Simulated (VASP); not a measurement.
# Zn5CdS6 (P3m1) in VASP: single point with PBE

Aim: the single point of Zn5CdS6 with PBE.

All numbers are computed with VASP 6.6.1; they aren't measurements. Logs are shortened: lines on timing, memory, paths and dates and some standing lists are left out, and cuts for length are marked.

**1. The cell of the first run**

The structure is trigonal, space group P3m1 (No. 156). The conventional cell has a = 3.897 Å, b = 3.897 Å, c = 19.229 Å, α = 90.00°, β = 90.00°, γ = 120.00°. Within 3.1 Å of Zn (site symmetry 3m) lie 4 S at 2.34 to 2.38 Å. Zn (site symmetry 3m) has 4 S at 2.35 to 2.38 Å within 3.1 Å. Within 3.1 Å of Zn (site symmetry 3m) lie 4 S at 2.35 to 2.38 Å. Zn (site symmetry 3m) has 4 S at 2.35 to 2.38 Å within 3.1 Å. Zn (site symmetry 3m) has 4 S at 2.35 to 2.38 Å within 3.1 Å. Within 3.3 Å of Cd (site symmetry 3m) lie 4 S at 2.50 to 2.55 Å. S (site symmetry 3m) has 1 Zn at 2.34 Å and 3 Cd at 2.50 Å within 3.1 Å. S (site symmetry 3m) has 3 Zn at 2.38 Å and 1 Cd at 2.55 Å within 3.1 Å.

**2. Single point, PBE**

INCAR

```
SYSTEM = Zn5CdS6
ALGO = Normal
EDIFF = 1E-6
ENCUT = 520
GGA = PE
ISIF = 2
ISMEAR = 0
LASPH = .True.
LCHARG = .False.
LREAL = .False.
LWAVE = .False.
NBANDS = 66
NELM = 80
PREC = Accurate
SIGMA = 0.02
```

KPOINTS

```
k-points
0
Gamma
  12 12 2
  0 0 0
```

POSCAR

```
Zn5CdS6
1.0
    3.8966467503      0.0000000000      0.0000000000
   -1.9483233752      3.3745950754      0.0000000000
    0.0000000000      0.0000000000     19.2285110537
Zn Cd S
5 1 6
Direct
    0.0000000000      0.0000000000      0.0088706660
    0.6666666667      0.3333333333      0.6578969578
    0.0000000000      0.0000000000      0.4955945460
    0.3333333333      0.6666666667      0.3332873536
    0.6666666667      0.3333333333      0.1709536512
    0.3333333333      0.6666666667      0.8304717690
    0.0000000000      0.0000000000      0.8869467851
    0.3333333333      0.6666666667      0.6979999427
    0.6666666667      0.3333333333      0.5354545038
    0.0000000000      0.0000000000      0.3731581238
    0.3333333333      0.6666666667      0.2108536073
    0.6666666667      0.3333333333      0.0485120936
```

Potentials or basis: VASP PAW PBE potentials, release 64 (Zn, Cd, S).

Run with:

```sh
$ cat potpaw_PBE.64/Zn/POTCAR potpaw_PBE.64/Cd/POTCAR potpaw_PBE.64/S/POTCAR > POTCAR
$ mpirun -np 1 vasp_std > vasp.out
```

OUTCAR:

```text
SYSTEM = Zn5CdS6
   EDIFF = 1E-6
   ENCUT = 520
   GGA = PE
   ISIF = 2
   ISMEAR = 0
   LASPH = .True.
   LREAL = .False.
   NELM = 80
   PREC = Accurate

 ion  position               nearest neighbor table
   1  0.000  0.000  0.009-   7 2.34  12 2.38  12 2.38  12 2.38
   2  0.667  0.333  0.658-   9 2.35   8 2.38   8 2.38   8 2.38
   3  0.000  0.000  0.496-  10 2.35   9 2.38   9 2.38   9 2.38
   4  0.333  0.667  0.333-  11 2.35  10 2.38  10 2.38  10 2.38
   5  0.667  0.333  0.171-  12 2.35  11 2.38  11 2.38  11 2.38
   6  0.333  0.667  0.830-   7 2.50   7 2.50   7 2.50   8 2.55
   7  0.000  0.000  0.887-   1 2.34   6 2.50   6 2.50   6 2.50
   8  0.333  0.667  0.698-   2 2.38   2 2.38   2 2.38   6 2.55
   9  0.667  0.333  0.535-   2 2.35   3 2.38   3 2.38   3 2.38
  10  0.000  0.000  0.373-   3 2.35   4 2.38   4 2.38   4 2.38
  11  0.333  0.667  0.211-   4 2.35   5 2.38   5 2.38   5 2.38
  12  0.667  0.333  0.049-   5 2.35   1 2.38   1 2.38   1 2.38

  LATTYP: Found a hexagonal cell.
 ALAT       =     3.8966467503
 C/A-ratio  =     4.9346302824

  Lattice vectors:

 A1 = (   3.8966467503,   0.0000000000,   0.0000000000)
 A2 = (  -1.9483233752,   3.3745950754,   0.0000000000)
 A3 = (   0.0000000000,   0.0000000000,  19.2285110537)

Analysis of symmetry for initial positions (statically):
=====================================================================
 Subroutine PRICEL returns:
 Original cell was already a primitive cell.

 Routine SETGRP: Setting up the symmetry group for a
 hexagonal supercell.

 Subroutine GETGRP returns: Found  6 space group operations
 (whereof  6 operations were pure point group operations)
 out of a pool of 24 trial point group operations.

The static configuration has the point symmetry C_3v.

Analysis of symmetry for dynamics (positions and initial velocities):
=====================================================================
 Subroutine PRICEL returns:
 Original cell was already a primitive cell.

 Routine SETGRP: Setting up the symmetry group for a
 hexagonal supercell.

 Subroutine GETGRP returns: Found  6 space group operations
 (whereof  6 operations were pure point group operations)
 out of a pool of 24 trial point group operations.

The dynamic configuration has the point symmetry C_3v.

 Subroutine INISYM returns: Found  6 space group operations
[... 127 lines left out ...]
   PSTRESS=    0.0 pullay stress
   NELECT =     108.0000    total number of electrons
   NUPDOWN=      -1.0000    fix difference up-down
   EMIN   =  10.00;   EMAX   =-10.00  energy-range for DOS
   EFERMI =   0.00;   METHOD = LEGACY
   ISMEAR =     0;   SIGMA  =   0.02  broadening in eV -4-tet -1-fermi 0-gaus
   EFERMI_NEDOS =   21; number of points for ismear=-14 and -15
   IALGO  =     38    algorithm
   IMIX   =      4    mixing-type and parameters
     AMIX     =   0.40;   BMIX     =  1.00
     AMIX_MAG =   1.60;   BMIX_MAG =  1.00
  volume/ion in A,a.u.               =      21.07       142.19
  Fermi-wavevector in a.u.,A,eV,Ry     =   1.232906  2.329854 20.681633  1.520057
  Thomas-Fermi vector in A             =   2.367657
   LORBIT       =      0    0 simple, 1 ext, 2 COOP (PROOUT), +10 PAW based schemes
   GGA     = PE    functional components
   LHFCALC =     F    Hartree Fock is set to
   AEXX    =    0.0000 exact exchange contribution
   IVDW    =     0    specifies the selected vdW correction
   LEPSILON=     F    determine dielectric tensor
   LRPA    =     F    only Hartree local field effects (RPA)
 non-spin polarized calculation
 Gauss-broadening in eV      SIGMA  =   0.02
  energy-cutoff  :      520.00
  volume of cell :      252.85
 maximum number of plane-waves:      6846
 NGX is ok and might be reduce to    30
   NGX = 15   NGY = 15   NGZ = 71

 number of electron     107.9999952 magnetization

 Free energy of the ion-electron system (eV)
  ---------------------------------------------------
  ext. energy  EPLUGINS =         0.00000000
  ---------------------------------------------------
  free energy    TOTEN  =       -40.20814690 eV

  energy without entropy =      -40.20814690  energy(sigma->0) =      -40.20814690

 E-fermi :   2.0319     XC(G=0):  -9.4312

 val. band max:        1.9375967180   @ k =   0.0000   0.0000   0.0000
 cond. band min:       3.4689565076   @ k =   0.0000   0.0000   0.0000
 fundamental gap:      1.5313597895
 Fermi energy:         2.0319435959

 k-point     1 :       0.0000    0.0000    0.0000
  band No.  band energies     occupation
      1     -11.1559      2.00000
      2     -10.9876      2.00000
      3     -10.8484      2.00000
      4     -10.5640      2.00000
      5     -10.4427      2.00000
      6     -10.2301      2.00000
[... 1645 lines left out ...]
     65       8.3779      0.00000
     66       8.7578      0.00000

 [... further k-points ...]

------------------------ aborting loop because EDIFF is reached ----------------------------------------

  FORCE on cell =-STRESS in cart. coord.  units (eV):
  Direction    XX          YY          ZZ          XY          YZ          ZX
  --------------------------------------------------------------------------------------
  -------------------------------------------------------------------------------------
  Total        0.2910086      0.2910086      0.3157443     -0.0000000      0.0000000     -0.0000000
  in kB        1.8439876      1.8439876      2.0007263     -0.0000000      0.0000000     -0.0000000
  external PRESSURE =       1.8962338 kB  Pullay stress =       0.0000000 kB

 VOLUME and BASIS-vectors are now :
 -----------------------------------------------------------------------------
  energy-cutoff  :      520.00
  volume of cell :      252.85
      direct lattice vectors                 reciprocal lattice vectors
     3.896646750  0.000000000  0.000000000     0.256630910  0.148165925  0.000000000
    -1.948323375  3.374595075  0.000000000     0.000000000  0.296331849  0.000000000
     0.000000000  0.000000000 19.228511054     0.000000000  0.000000000  0.052006107

 POSITION                                       TOTAL-FORCE (eV/Angst)
 -----------------------------------------------------------------------------------
      0.00000      0.00000      0.17057        -0.000000      0.000000      0.007240
      1.94832      1.12487     12.65038         0.000000     -0.000000      0.004781
      0.00000      0.00000      9.52955         0.000000     -0.000000      0.008337
     -0.00000      2.24973      6.40862        -0.000000      0.000000      0.005883
      1.94832      1.12487      3.28718         0.000000      0.000000      0.002646
     -0.00000      2.24973     15.96874         0.000000     -0.000000     -0.006698
      0.00000      0.00000     17.05467         0.000000     -0.000000      0.023393
     -0.00000      2.24973     13.42150        -0.000000      0.000000     -0.022919
      1.94832      1.12487     10.29599         0.000000     -0.000000     -0.005423
      0.00000      0.00000      7.17528        -0.000000      0.000000     -0.005740
     -0.00000      2.24973      4.05440         0.000000      0.000000     -0.005587
      1.94832      1.12487      0.93282        -0.000000      0.000000     -0.005913
 -----------------------------------------------------------------------------------
    total drift:                               -0.000000      0.000003      0.000143

  FREE ENERGIE OF THE ION-ELECTRON SYSTEM (eV)
  ---------------------------------------------------
  free  energy   TOTEN  =       -40.2081469027 eV

  energy  without entropy=      -40.2081469027  energy(sigma->0) =      -40.20814690
```

stdout:

```text
POSCAR found type information on POSCAR ZnCdS
 POSCAR found :  3 types and      12 ions
 scaLAPACK will be used
 LDA part: xc-table for (Slater+PW92), standard interpolation
 POSCAR, INCAR and KPOINTS ok, starting setup
 FFT: planning ... GRIDC
 FFT: planning ... GRID_SOFT
 FFT: planning ... GRID
 WAVECAR not read
 entering main loop
```

Run time: 15 min. Hardware: 1 thread of Intel Xeon Platinum 8259CL at 2.50GHz (Skylake/Cascade Lake), shared host; peak memory 0.67 GiB.

Results:

| Quantity | Value |
| --- | --- |
| Free energy | -40.2081 eV |
| Pressure | 0.2 GPa |
| Largest force | 0.023 eV/Å |
| Band gap on the k mesh | 1.53 eV, direct |

Forces on the atoms (eV/Å):
```
Zn   0.000  0.000  0.007
Zn   0.000  0.000  0.005
Zn   0.000  0.000  0.008
Zn   0.000  0.000  0.006
Zn   0.000  0.000  0.003
Cd   0.000  0.000 -0.007
S    0.000  0.000  0.023
S    0.000  0.000 -0.023
S    0.000  0.000 -0.005
S    0.000  0.000 -0.006
S    0.000  0.000 -0.006
S    0.000  0.000 -0.006
```

A k mesh can miss the band edges. PBE gaps usually lie below the measured ones, often by a third to a half.
